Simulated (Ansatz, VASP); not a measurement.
## WC in VASP and in Ansatz

INCAR

```
SYSTEM = WC
ALGO = Normal
EDIFF = 1E-8
ENCUT = 520
GGA = PE
ISIF = 2
ISMEAR = -1
LASPH = .True.
LCHARG = .False.
LEFG = .True.
LREAL = .False.
LWAVE = .False.
NBANDS = 16
NELM = 100
PREC = Accurate
SIGMA = 0.05
```

File KPOINTS:

```
k-points
0
Gamma
  13 13 12
  0 0 0
```

Contents of POSCAR:

```
WC
1.0
    2.8412909150      0.0000000000      0.0000000000
   -1.4206454575      2.4606301120      0.0000000000
    0.0000000000      0.0000000000      2.7712491016
W C
1 1
Direct
    0.0000000000      0.0000000000      0.0000000000
    0.6666666667      0.3333333333      0.5000000000
```

Input for Ansatz:

```yaml
crystal:
  lattice:
    - [2.841290915, 0.0, 0.0]
    - [-1.4206454575, 2.460630112, 0.0]
    - [0.0, 0.0, 2.7712491016]
  atoms:
    - { symbol: W, position: [0.0, 0.0, 0.0] }
    - { symbol: C, position: [0.6666666667, 0.3333333333, 0.5] }
kpoints:
  mp_grid: { grid: [13, 13, 12] }
scf:
  occupations: { method: fermi_dirac, width: 0.05 }
hamiltonian:
  xc: pbe
  pseudopotentials: { kind: all_electron, datasets: crystal }
output:
  forces: true
  stress: true
  eigenvalues: true
  efg: { contact_densities: true }
```

Change from the starting cell: volume scaled by 0.94, crystal datasets.

Alike in both runs: task electric field gradients; functional PBE; k mesh 13 × 13 × 12; occupations fermi-dirac, width 0.05 eV; no spin polarisation.

|  | VASP | Ansatz |
| --- | --- | --- |
| version | VASP 6.6.1 | Ansatz 0.2.0 |
| potentials or method | VASP PAW PBE potentials, release 64 (W_sv, C), cutoff 520 eV | all-electron PAW with datasets made for the crystal, scalar-relativistic |

Ansatz gave:

* pressure (GPa): 37.9
* traceless stress, the component that is largest in VASP (GPa): 2.92
* size of Vzz on the site where it differs most (V/Å²): 159.8

**Question.** Which values does VASP return?

**Answer.** Pressure (GPa): 39.6; traceless stress, the component that is largest in VASP (GPa): 3.21; size of Vzz on the site where it differs most (V/Å²): 171.0.

Both programs put the cell under a high pressure, so it lies far from rest at this level. Ansatz ran all-electron here, and VASP with PAW potentials.

Neither program's run includes spin-orbit coupling.
